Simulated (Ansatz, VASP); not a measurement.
## Al: VASP beside Ansatz

```
Al
1.0
     0.00000    1.76811    2.65216
     1.76811    0.00000    2.65216
     1.76811    1.76811    0.00000
Al
1
Direct
  0.00000 0.00000 0.00000
```

Alike in both runs: task single point; functional PBE; dispersion D3(BJ); k mesh 22 × 22 × 22; occupations gaussian, width 0.15 eV; no spin polarisation.

|  | VASP | Ansatz |
| --- | --- | --- |
| version | VASP 6.6.1 | Ansatz 0.2.0 |
| potentials or method | VASP PAW PBE potentials, release 64 (Al), cutoff 520 eV | scalar-relativistic, plane waves, PAW |
| valence electrons in the cell | 3 | 3 |

```csv
,VASP,Ansatz,Ansatz less VASP
gap on the k mesh at the Fermi level (eV),none,none,-
pressure (GPa),9.1,9.1,0.00
"traceless stress, the component that is largest in VASP (GPa)",-22.74,-22.75,-0.002
```

A gap of «none» marks a metal or a gap that the smearing closes.
